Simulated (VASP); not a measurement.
Wanted: the native input for a VASP 6.6.1 run.

```yaml
Task: single point
Functional: LDA
Potentials_or_basis: VASP PAW LDA potentials, release 64 (B, N)
Cutoff: 520 eV
k_mesh: 12 × 12 × 6
Occupations: gaussian, width 0.05 eV
Spin: no spin polarisation
Dipole_correction: no
Further_INCAR_settings: ALGO = Normal; EDIFF = 1e-06; NBANDS = 16
```

The structure of BN lies in POSCAR:

```
BN
1.0
    2.5539396017      0.0000000000      0.0000000000
   -1.2769698009      2.2117765748      0.0000000000
    0.0000000000      0.0000000000      4.2268550000
B N
2 2
Direct
    0.6666666667      0.3333333333      0.9760657482
    0.3333333333      0.6666666667      0.4997240000
    0.6666666667      0.3333333333      0.6252760000
    0.3333333333      0.6666666667      0.1252760000
```

This cell differs from its parent crystal: atom 1 (B) moved -0.100 Å along Cartesian [0 0 1].

One way to write it, as run:

INCAR

```
PREC = Accurate
ENCUT = 520
EDIFF = 1E-6
ISMEAR = 0
SIGMA = 0.05
LREAL = F
LASPH = T
NELM = 80
ALGO = Normal
ISIF = 2
LWAVE = F
LCHARG = F
NBANDS = 16
```

KPOINTS

```
regular mesh
0
Gamma
  12 12 6
```

Potentials or basis: VASP PAW LDA potentials, release 64 (B, N).

The run is started by

```bash
$ cat potpaw_LDA.64/B/POTCAR potpaw_LDA.64/N/POTCAR > POTCAR
$ mpirun -np 1 vasp_std > vasp.out
```

Results of the run:

The pressure is -11.6 GPa. The largest force is 3.999 eV/Å and the band gap on the k mesh is 4.02 eV, indirect (least direct gap 7.55 eV).

Caveat: the cell differs from its parent crystal (atom 1 (B) moved -0.100 Å along Cartesian [0 0 1]); forces of over 1 eV/Å act on the atoms, so gaps and moduli don't describe the material at rest.

Wall time 12 s on 1 thread of Intel(R) Xeon(R) 6975P-C (Granite Rapids), with other jobs on the host, peak memory 0.14 GiB.
